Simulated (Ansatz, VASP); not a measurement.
## One calculation of Y3Be2, two programs

```
Y Be
1.0
     5.14864    0.00000    0.00000
     0.00000    5.14864    0.00000
     0.00000    0.00000    5.14864
Y Be
3 2
Cartesian
  0.0000 2.5743 2.5743
  2.5743 0.0000 2.5743
  2.5743 2.5743 0.0000
  0.0000 0.0000 0.0000
  2.5743 2.5743 2.5743
```

Alike in both runs: functional PBE; k mesh 8 × 8 × 8; occupations gaussian, width 0.1 eV; no spin polarisation.

Ansatz relaxed the structure, and its values are those at the end. VASP's run is a single point on that final structure, the one shown.

|  | VASP | Ansatz |
| --- | --- | --- |
| version | VASP 6.6.1 | Ansatz 0.2.0 |
| potentials or method | VASP PAW PBE potentials, release 64 (Y_sv, Be), cutoff 520 eV | scalar-relativistic, plane waves, PAW |
| valence electrons in the cell | 37 | 37 |

|  | VASP | Ansatz | Ansatz less VASP |
| --- | --- | --- | --- |
| gap on the k mesh at the Fermi level (eV) | none | none | - |
| pressure (GPa) | 0.0 | 0.0 | +0.04 |

A gap of «none» marks a metal or a gap that the smearing closes. The functional is the same, so the differences come from potentials, cutoffs and numerics.
